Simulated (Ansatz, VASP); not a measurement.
**Cd2Cu3: VASP beside Ansatz**

```xyz
5
Lattice="2.7654 0.0000 0.0000 -1.3827 2.3949 0.0000 0.0000 0.0000 11.8713" Properties=species:S:1:pos:R:3 pbc="T T T"
Cd    0.0000    1.5966    3.5135
Cd    1.3827    0.7983    8.3578
Cu    0.0000    1.5966   10.7799
Cu    1.3827    0.7983    1.0914
Cu    0.0000    0.0000    5.9356
```

Alike in both runs: task single point; functional PBE; k mesh 6 × 6 × 2; occupations gaussian, width 0.1 eV; no spin polarisation.

|  | VASP | Ansatz |
| --- | --- | --- |
| version | VASP 6.6.1 | Ansatz 0.2.0 |
| potentials or method | VASP PAW PBE potentials, release 64 (Cd, Cu), cutoff 520 eV | scalar-relativistic, plane waves, PAW |
| valence electrons in the cell | 57 | 97 |

|  | VASP | Ansatz | Ansatz less VASP |
| --- | --- | --- | --- |
| gap on the k mesh at the Fermi level (eV) | none | none | - |
| pressure (GPa) | 1.7 | 0.9 | -0.78 |
| traceless stress, the component that is largest in VASP (GPa) | -6.90 | -6.83 | +0.074 |
| rms of the force components (eV/Å) | 0.183 | 0.179 | -0.0039 |

Atom by atom the forces differ by 0.004 eV/Å (rms over components). A gap of «none» marks a metal or a gap that the smearing closes. With one functional, cell and mesh, what is left measures potentials, basis and numerics. VASP's potentials hold 57 valence electrons a cell and Ansatz's 97, so a difference there can come from the potentials and not from the codes.

The k mesh is coarse, so the values compare programs but aren't converged.
